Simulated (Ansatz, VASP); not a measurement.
# Tl in VASP and in Ansatz

INCAR

```
ALGO = Normal
EDIFF = 1E-8
ENCUT = 520
GGA = PE
ISIF = 2
ISMEAR = -1
LASPH = T
LCHARG = F
LEFG = T
LREAL = F
LWAVE = F
NBANDS = 12
NELM = 100
PREC = Accurate
SIGMA = 0.08
```

Contents of KPOINTS:

```
k-points
0
Gamma
  18 18 18
```

Contents of POSCAR:

```
Tl
1.0
    0.0000000000      2.4470200483      2.4470200483
    2.4470200483      0.0000000000      2.4470200483
    2.4470200483      2.4470200483      0.0000000000
Tl
1
Direct
    0.0000000000      0.0000000000      0.0000000000
```

Input for Ansatz:

```yaml
crystal:
  lattice:
    - [0.0, 2.4470200483, 2.4470200483]
    - [2.4470200483, 0.0, 2.4470200483]
    - [2.4470200483, 2.4470200483, 0.0]
  atoms:
    - { symbol: Tl, position: [0.0, 0.0, 0.0] }
kpoints:
  mp_grid: { grid: [18, 18, 18] }
scf:
  occupations: { method: fermi_dirac, width: 0.08 }
  mixing: { preconditioner: ldos }
  lower_state_search: standard
hamiltonian:
  xc: pbe
  pseudopotentials: { kind: all_electron, datasets: crystal }
output:
  forces: true
  stress: true
  eigenvalues: true
  efg: { contact_densities: true }
```

Alike in both runs: task electric field gradients; functional PBE; k mesh 18 × 18 × 18; occupations fermi-dirac, width 0.08 eV; no spin polarisation.

```csv
,VASP,Ansatz
version,VASP 6.6.1,Ansatz 0.2.0
potentials or method,"VASP PAW PBE potentials, release 64 (Tl_d), cutoff 520 eV","all-electron PAW with datasets made for the crystal, scalar-relativistic"
```

```csv
,VASP,Ansatz,Ansatz less VASP
gap on the k mesh at the Fermi level (eV),none,none,-
pressure (GPa),1.9,1.9,+0.07
```

A gap of «none» marks a metal or a gap that the smearing closes. Ansatz ran all-electron here, and VASP with PAW potentials.

Neither program's run includes spin-orbit coupling.
